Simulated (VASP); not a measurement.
Write the native input for VASP 6.6.1 that does the following.

```
Task                   : single point
Functional             : PBE
Potentials or basis    : VASP PAW PBE potentials, release 64 (Nb_sv, O)
Cutoff                 : 520 eV
k mesh                 : 4 × 4 × 4
Occupations            : gaussian, width 0.1 eV
Spin                   : no spin polarisation
Dipole correction      : no
Further INCAR settings : ALGO = Normal; EDIFF = 1e-06; NBANDS = 41
```

The structure of Nb2O lies in POSCAR:

```
Nb2O
1.0
    4.5984302383      0.0000000000      0.0000000000
    0.0000000000      4.5984302383      0.0000000000
    0.0000000000      0.0000000000      4.5984302383
Nb O
4 2
Direct
    0.2500000000      0.2500000000      0.2500000000
    0.2500000000      0.7500000000      0.7500000000
    0.7500000000      0.7500000000      0.2500000000
    0.7500000000      0.2500000000      0.7500000000
    0.0000000000      0.0000000000      0.0000000000
    0.5000000000      0.5000000000      0.5000000000
```

These files were run (other wordings do the same):

INCAR

```
  PREC = Accurate
  ENCUT = 520
  EDIFF = 1E-6
  ISMEAR = 0
  SIGMA = 0.1
  LREAL = F
  LASPH = T
  NELM = 60
  ALGO = Normal
  ISIF = 2
  LWAVE = F
  LCHARG = F
  GGA = PE
  NBANDS = 41
```

KPOINTS

```
Automatic mesh
0
Gamma
  4 4 4
```

Potentials or basis: VASP PAW PBE potentials, release 64 (Nb_sv, O).

Run with:

```console
$ cat potpaw_PBE.64/Nb_sv/POTCAR potpaw_PBE.64/O/POTCAR > POTCAR
$ mpirun -np 1 vasp_std > vasp.out
```

Results of the run:

```
Pressure               : -0.4 GPa
Band gap on the k mesh : zero (band 32 reaches 10.82 eV, above the bottom of band 33 at 9.25 eV)
```

Run time: 37 s on 1 thread of Intel(R) Xeon(R) Platinum 8259CL CPU @ 2.50GHz (Skylake/Cascade Lake), on a shared host, peak memory 0.2 GiB.
